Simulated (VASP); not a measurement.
Ga3S2:

```
Ga S
1.0
     4.82318    0.00000    0.00000
     0.00000    4.82318    0.00000
     0.00000    0.00000    4.82318
Ga S
3 2
Direct
  0.00000 0.50000 0.50000
  0.50000 0.00000 0.50000
  0.50000 0.50000 0.00000
  0.50000 0.50000 0.50000
  0.00000 0.00000 0.00000
```

| Item | Value |
| --- | --- |
| Program | VASP 6.6.1 |
| Task | relaxation of cell and atoms |
| Functional | PBE |
| Potentials or basis | VASP PAW PBE potentials, release 64 (Ga_d, S) |
| Cutoff | 600 eV |
| k mesh | 4 × 4 × 4 |
| Occupations | gaussian, width 0.1 eV |
| Spin | no spin polarisation |

At the start: pressure 3.1 GPa; volume 22.44 Å³/atom.

Question: Where does the relaxation end?

Answer: Over 3 steps the energy falls by 14.9 meV/atom and the volume is 24.12 Å³/atom (+7.5 %); space group Pm-3m (No. 221, to 0.05 Å).

Step by step:
```tsv
step	energy change (eV)	largest force (eV/Å)	pressure (GPa)	volume (Å³)
1	0.0000	0.0000	3.11	112.20
2	-0.0737	0.0000	0.34	119.42
3	-0.0746	0.0000	-0.10	120.60
```

Final structure:
```cif
data_structure
_symmetry_space_group_name_H-M 'P 1'
_symmetry_Int_Tables_number 1
_cell_length_a 4.9406
_cell_length_b 4.9406
_cell_length_c 4.9406
_cell_angle_alpha 90.000
_cell_angle_beta 90.000
_cell_angle_gamma 90.000
_cell_volume 120.60
loop_
_atom_site_label
_atom_site_type_symbol
_atom_site_fract_x
_atom_site_fract_y
_atom_site_fract_z
_atom_site_occupancy
Ga1 Ga 0.00000 0.50000 0.50000 1
Ga2 Ga 0.50000 0.00000 0.50000 1
Ga3 Ga 0.50000 0.50000 0.00000 1
S1 S 0.50000 0.50000 0.50000 1
S2 S 0.00000 0.00000 0.00000 1
```
